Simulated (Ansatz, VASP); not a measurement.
# Two plane-wave programs on Te

```xyz
3
Lattice="3.9712 -2.2745 -0.0010 3.9712 2.2745 -0.0010 -0.0996 0.0000 6.2633" Properties=species:S:1:pos:R:3 pbc="T T T"
Te    5.2936    0.0000    4.1630
Te    2.5492    0.0000    2.0982
Te    0.0000    0.0000    0.0000
```

Alike in both runs: task single point; functional PBEsol; k mesh 12 × 12 × 8; occupations gaussian, width 0.1 eV; no spin polarisation.

|  | VASP | Ansatz |
| --- | --- | --- |
| version | VASP 6.6.1 | Ansatz 0.2.0 |
| potentials or method | VASP PAW PBE potentials, release 64 (Te), cutoff 520 eV | scalar-relativistic, plane waves, PAW |
| valence electrons in the cell | 18 | 48 |

Ansatz gave:

| Quantity | Value |
| --- | --- |
| gap on the k mesh at the Fermi level (eV) | none |
| pressure (GPa) | -7.1 |
| traceless stress, the component that is largest in VASP (GPa) | -1.35 |
| rms of the force components (eV/Å) | 0.108 |

**Question.** Estimate VASP's values.

**Answer.** gap on the k mesh at the Fermi level (eV): none; pressure (GPa): -7.1; traceless stress, the component that is largest in VASP (GPa): -1.35; rms of the force components (eV/Å): 0.107.

VASP's potentials were made for PBE, not for PBEsol. Atom by atom the forces differ by 0.000 eV/Å (rms over components). A gap of «none» marks a metal or a gap that the smearing closes. VASP's potentials hold 18 valence electrons a cell and Ansatz's 48, so a difference there can come from the potentials and not from the codes.

Neither program's run includes spin-orbit coupling.
